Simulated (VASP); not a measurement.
# Ca2F in VASP: single point with PBE

Aim: the single point of Ca2F with PBE.

Everything below comes from runs of VASP 6.6.1. Logs are shortened: lines on timing, memory, paths and dates and some standing lists are left out, and cuts for length are marked.

## 1. The cell of the first run

The cell holds a sheet with vacuum, 3 atoms: a = 4.013 Å, b = 4.013 Å, c = 29.790 Å, α = 90.00°, β = 90.00°, γ = 120.00°.

The cell was generated, and may not be a known phase.

## 2. Single point, PBE

Input file INCAR:

```
SYSTEM = Ca2F
PREC = Accurate
ENCUT = 1010
EDIFF = 1E-6
ISMEAR = 0
SIGMA = 0.1
LREAL = .FALSE.
LASPH = .TRUE.
NELM = 120
ALGO = Normal
ISIF = 2
LWAVE = .FALSE.
LCHARG = .FALSE.
LDIPOL = .TRUE.
IDIPOL = 3
DIPOL = 0.5 0.5 0.285
GGA = PE
NBANDS = 20
GGA_COMPAT = .FALSE.
NELMDL = -8
```

Input file KPOINTS:

```
regular mesh
0
G
  6 6 1
  0 0 0
```

Input file POSCAR:

```
Ca2F
1.0
    4.0125990159      0.0000000000      0.0000000000
   -2.0062995080      3.4750126830      0.0000000000
    0.0000000000      0.0000000000     29.7902539600
Ca F
2 1
Direct
    0.0000000000      0.0000000000      0.3559552102
    0.0000000000      0.0000000000      0.2147012206
    0.0000000000      0.0000000000      0.2853282154
```

Potentials or basis: VASP PAW PBE potentials, release 64 (Ca_sv, F_h).

On the command line:

```
> cat potpaw_PBE.64/Ca_sv/POTCAR potpaw_PBE.64/F_h/POTCAR > POTCAR
> mpirun -np 1 vasp_std > vasp.out
```

OUTCAR:

```text
SYSTEM = Ca2F
   PREC = Accurate
   ENCUT = 1010
   EDIFF = 1E-6
   ISMEAR = 0
   LREAL = .FALSE.
   LASPH = .TRUE.
   NELM = 120
   ISIF = 2
   GGA = PE
   NELMDL = -8

 ion  position               nearest neighbor table
   1  0.000  0.000  0.356-   3 2.10
   2  0.000  0.000  0.215-   3 2.10
   3  0.000  0.000  0.285-   1 2.10   2 2.10

  LATTYP: Found a hexagonal cell.
 ALAT       =     4.0125990159
 C/A-ratio  =     7.4241791522

  Lattice vectors:

 A1 = (   4.0125990159,   0.0000000000,   0.0000000000)
 A2 = (  -2.0062995080,   3.4750126830,   0.0000000000)
 A3 = (   0.0000000000,   0.0000000000,  29.7902539600)

Analysis of symmetry for initial positions (statically):
=====================================================================
 Subroutine PRICEL returns:
 Original cell was already a primitive cell.

 Routine SETGRP: Setting up the symmetry group for a
 hexagonal supercell.

 Subroutine GETGRP returns: Found 24 space group operations
 (whereof 12 operations were pure point group operations)
 out of a pool of 24 trial point group operations.

The static configuration has the point symmetry C_6v.
 The point group associated with its full space group is D_6h.

Analysis of symmetry for dynamics (positions and initial velocities):
=====================================================================
 Subroutine PRICEL returns:
 Original cell was already a primitive cell.

 Routine SETGRP: Setting up the symmetry group for a
 hexagonal supercell.

 Subroutine GETGRP returns: Found 24 space group operations
 (whereof 12 operations were pure point group operations)
 out of a pool of 24 trial point group operations.

The dynamic configuration has the point symmetry C_6v.
 The point group associated with its full space group is D_6h.

 Subroutine INISYM returns: Found 24 space group operations
 (whereof 12 operations are pure point group operations),
 and found     1 'primitive' translations

----------------------------------------------------------------------------------------

                                     Primitive cell

  volume of cell :     415.3903

  direct lattice vectors                    reciprocal lattice vectors
     4.012599016  0.000000000  0.000000000     0.249215034  0.143884367  0.000000000
[... 72 lines left out ...]
   EDIFFG = 0.1E-04   stopping-criterion for IOM
   NSW    =      0    number of steps for IOM
   IBRION =     -1    ionic relax: 0-MD 1-quasi-New 2-CG
   NFREE  =      0    steps in history (QN), initial steepest desc. (CG)
   ISIF   =      2    stress and relaxation
   ISYM   =      2    0-nonsym 1-usesym 2-fastsym
   POTIM  = 0.5000    time-step for ionic-motion
   TEBEG  =    0.0;   TEEND  =   0.0 temperature during run
   PSTRESS=    0.0 pullay stress
   NELECT =      27.0000    total number of electrons
   NUPDOWN=      -1.0000    fix difference up-down
   EMIN   =  10.00;   EMAX   =-10.00  energy-range for DOS
   EFERMI =   0.00;   METHOD = LEGACY
   ISMEAR =     0;   SIGMA  =   0.10  broadening in eV -4-tet -1-fermi 0-gaus
   EFERMI_NEDOS =   21; number of points for ismear=-14 and -15
   IALGO  =     38    algorithm
   IMIX   =      4    mixing-type and parameters
     AMIX     =   0.40;   BMIX     =  1.00
     AMIX_MAG =   1.60;   BMIX_MAG =  1.00
  volume/ion in A,a.u.               =     138.46       934.40
  Fermi-wavevector in a.u.,A,eV,Ry     =   0.658229  1.243873  5.894942  0.433266
  Thomas-Fermi vector in A             =   1.729986
   LORBIT       =      0    0 simple, 1 ext, 2 COOP (PROOUT), +10 PAW based schemes
   GGA     = PE    functional components
   LHFCALC =     F    Hartree Fock is set to
   AEXX    =    0.0000 exact exchange contribution
   IVDW    =     0    specifies the selected vdW correction
   LEPSILON=     F    determine dielectric tensor
   LRPA    =     F    only Hartree local field effects (RPA)
 non-spin polarized calculation
 Gauss-broadening in eV      SIGMA  =   0.10
  energy-cutoff  :     1010.00
  volume of cell :      415.39
 maximum number of plane-waves:     30371
 NGX is ok and might be reduce to    42
   NGX = 21   NGY = 21   NGZ =155

 dipolmoment           0.000000      0.000000     -0.000029 electrons x Angstroem

 number of electron      26.9999998 magnetization

 dipolmoment           0.000000      0.000000      0.000001 electrons x Angstroem

 Free energy of the ion-electron system (eV)
  ---------------------------------------------------
  ext. energy  EPLUGINS =         0.00000000
  ---------------------------------------------------
  free energy    TOTEN  =       -10.07719293 eV

  energy without entropy =      -10.05460170  energy(sigma->0) =      -10.06589732

 E-fermi :  -1.6951     XC(G=0):  -2.3576

 val. band max:       -1.7176115638   @ k =   0.5000   0.0000   0.0000
 cond. band min:      -1.6400050841   @ k =   0.3333   0.1667   0.0000
 fundamental gap:      0.0776064797
 Fermi energy:        -1.6951266063

 k-point     1 :       0.0000    0.0000    0.0000
  band No.  band energies     occupation
      1     -43.9841      2.00000
      2     -43.9791      2.00000
      3     -27.1718      2.00000
      4     -25.0333      2.00000
      5     -24.9439      2.00000
      6     -24.9439      2.00000
[... 150 lines left out ...]
     19       0.6796      0.00000
     20       0.6796      0.00000

------------------------ aborting loop because EDIFF is reached ----------------------------------------

 vacuum level on the upper side and lower side of the slab       (xc-potential included)        -0.006        -0.007

  FORCE on cell =-STRESS in cart. coord.  units (eV):
  Direction    XX          YY          ZZ          XY          YZ          ZX
  --------------------------------------------------------------------------------------
  -------------------------------------------------------------------------------------
  Total        0.0268497      0.0268497      0.2935670     -0.0000000      0.0000000      0.0000000
  in kB        0.1035602      0.1035602      1.1322999     -0.0000000      0.0000000      0.0000000
  external PRESSURE =       0.4464735 kB  Pullay stress =       0.0000000 kB

 VOLUME and BASIS-vectors are now :
 -----------------------------------------------------------------------------
  energy-cutoff  :     1010.00
  volume of cell :      415.39
      direct lattice vectors                 reciprocal lattice vectors
     4.012599016  0.000000000  0.000000000     0.249215034  0.143884367  0.000000000
    -2.006299508  3.475012683  0.000000000     0.000000000  0.287768734  0.000000000
     0.000000000  0.000000000 29.790253960     0.000000000  0.000000000  0.033568025

 POSITION                                       TOTAL-FORCE (eV/Angst)
 -----------------------------------------------------------------------------------
      0.00000      0.00000     10.60400         0.000000     -0.000000      0.071094
      0.00000      0.00000      6.39600         0.000000     -0.000000     -0.071094
      0.00000      0.00000      8.50000        -0.000000      0.000000      0.000000
 -----------------------------------------------------------------------------------
    total drift:                                0.000000      0.000000     -0.000064

  FREE ENERGIE OF THE ION-ELECTRON SYSTEM (eV)
  ---------------------------------------------------
  free  energy   TOTEN  =       -10.0771929349 eV

  energy  without entropy=      -10.0546016979  energy(sigma->0) =      -10.06589732

 vacuum level on the upper side and lower side of the slab         1.209         1.209
```

OSZICAR:

```text
N       E                     dE             d eps       ncg     rms          rms(c)
DAV:   1     0.299660726800E+03    0.29966E+03   -0.14410E+04   320   0.156E+03
DAV:   2     0.591859845508E+02   -0.24047E+03   -0.23014E+03   324   0.326E+02
DAV:   3    -0.222678347749E+01   -0.61413E+02   -0.60063E+02   472   0.953E+01
[... 18 lines left out ...]
DAV:  22    -0.100771814524E+02   -0.17935E-04   -0.63631E-07   276   0.295E-03    0.398E-04
DAV:  23    -0.100771891784E+02   -0.77260E-05   -0.19030E-07   240   0.156E-03    0.298E-04
DAV:  24    -0.100771912333E+02   -0.20549E-05   -0.19321E-08   240   0.913E-04    0.108E-04
DAV:  25    -0.100771926949E+02   -0.14616E-05   -0.26986E-08   228   0.582E-04    0.481E-05
DAV:  26    -0.100771929349E+02   -0.24001E-06    0.13589E-08   240   0.353E-04
   1 F= -.10077193E+02 E0= -.10065897E+02  d E =-.225912E-01
```

stdout:

```text
POSCAR found type information on POSCAR CaF
 POSCAR found :  2 types and       3 ions
 scaLAPACK will be used
 LDA part: xc-table for (Slater+PW92), standard interpolation
 POSCAR, INCAR and KPOINTS ok, starting setup
 FFT: planning ... GRIDC
 FFT: planning ... GRID_SOFT
 FFT: planning ... GRID
 WAVECAR not read
 entering main loop
```

Run time: 7.8 min. Hardware: 1 thread of Intel Xeon Platinum 8259CL at 2.50GHz (Skylake/Cascade Lake), shared host; peak memory 1 GiB.

What came out:

```
Free energy            : -10.0772 eV
Largest force          : 0.071 eV/Å
Band gap on the k mesh : zero (an odd number of electrons rules out a gap without spin polarisation)
```

Forces in eV/Å, atoms in the order of the input:
```
Ca   0.000  0.000  0.071
Ca   0.000  0.000 -0.071
F    0.000  0.000  0.000
```

Levels at points of the mesh, in eV from the Fermi level:
```tsv
k point	band 11	band 12	band 13	band 14	band 15	band 16	band 17	band 18
(0.00, 0.00, 0.00)	-6.01	-6.01	-2.56	-2.23	0.52	0.95	2.22	2.22
(0.50, 0.00, 0.00)	-6.38	-6.08	-0.02	0.20	0.57	0.66	2.05	2.07
```

The gap in the log of VASP goes by the Fermi energy; the results here count the filled bands.